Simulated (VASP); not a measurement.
Set up this calculation in VASP 6.6.1, as the native input.

```yaml
Task: single point
Functional: PBEsol
Potentials_or_basis: VASP PAW PBE potentials, release 64 (Pd)
Cutoff: 520 eV
k_mesh: 20 × 20 × 20
Occupations: gaussian, width 0.15 eV
Spin: no spin polarisation
Dipole_correction: no
Further_INCAR_settings: ALGO = Fast; EDIFF = 1e-06; NBANDS = 11
```

The structure of Pd lies in POSCAR:

```
Pd
1.0
    0.0000000000      1.9449000000      1.8962775000
    1.9449000000      0.0000000000      1.8962775000
    1.9449000000      1.9449000000      0.0000000000
Pd
1
Direct
    0.0000000000      0.0000000000      0.0000000000
```

This cell differs from its parent crystal: strain +0.000 along x and y, -0.025 along z.

The input as run:

INCAR

```
  PREC = Accurate
  ENCUT = 520
  EDIFF = 1E-6
  ISMEAR = 0
  SIGMA = 0.15
  LREAL = F
  LASPH = T
  NELM = 60
  ALGO = Fast
  ISIF = 2
  LWAVE = F
  LCHARG = T
  GGA = PS
  LELF = T
  LVHAR = T
  NBANDS = 11
```

KPOINTS

```
Automatic mesh
0
Gamma
  20 20 20
```

Potentials or basis: VASP PAW PBE potentials, release 64 (Pd).

Run with:

```sh
$ cat potpaw_PBE.64/Pd/POTCAR > POTCAR
$ mpirun -np 1 vasp_std > vasp.out
```

It gave:

| Quantity | Value |
| --- | --- |
| Pressure | 2.7 GPa |
| Band gap on the k mesh | zero (band 5 reaches 10.48 eV, above the bottom of band 6 at 8.77 eV) |

Caveat: the cell differs from its parent crystal (strain +0.000 along x and y, -0.025 along z); the PAW data sets were made with another functional, which shifts forces and pressure a little.

Run time: 64 s on 1 thread of Intel(R) Xeon(R) Platinum 8488C (Sapphire Rapids), on a shared host, peak memory 0.21 GiB.
